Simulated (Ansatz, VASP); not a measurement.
## Two plane-wave programs on SiGeO4

```
CELL_PARAMETERS angstrom
0.00000 3.78585 3.78585
3.78585 0.00000 3.78585
3.78585 3.78585 0.00000
ATOMIC_POSITIONS crystal
Si 0.75000 0.75000 0.75000
Ge 0.50000 0.50000 0.50000
O 0.11235 0.62922 0.62922
O 0.62922 0.11235 0.62922
O 0.62922 0.62922 0.11235
O 0.62922 0.62922 0.62922
```

Alike in both runs: task relaxation of the atoms; functional PBE; k mesh 6 × 6 × 6; occupations gaussian, width 0.02 eV; no spin polarisation.

|  | VASP | Ansatz |
| --- | --- | --- |
| version | VASP 6.6.1 | Ansatz 0.2.0 |
| potentials or method | VASP PAW PBE potentials, release 64 (Si, Ge_d, O), cutoff 520 eV | scalar-relativistic, plane waves, PAW |
| valence electrons in the cell | 42 | 42 |

|  | VASP | Ansatz | Ansatz less VASP |
| --- | --- | --- | --- |
| gap on the k mesh at the Fermi level, each at its own relaxed structure (eV) | 4.72 | 4.71 | -0.007 |

Ansatz's warnings: stress scf threshold loose.
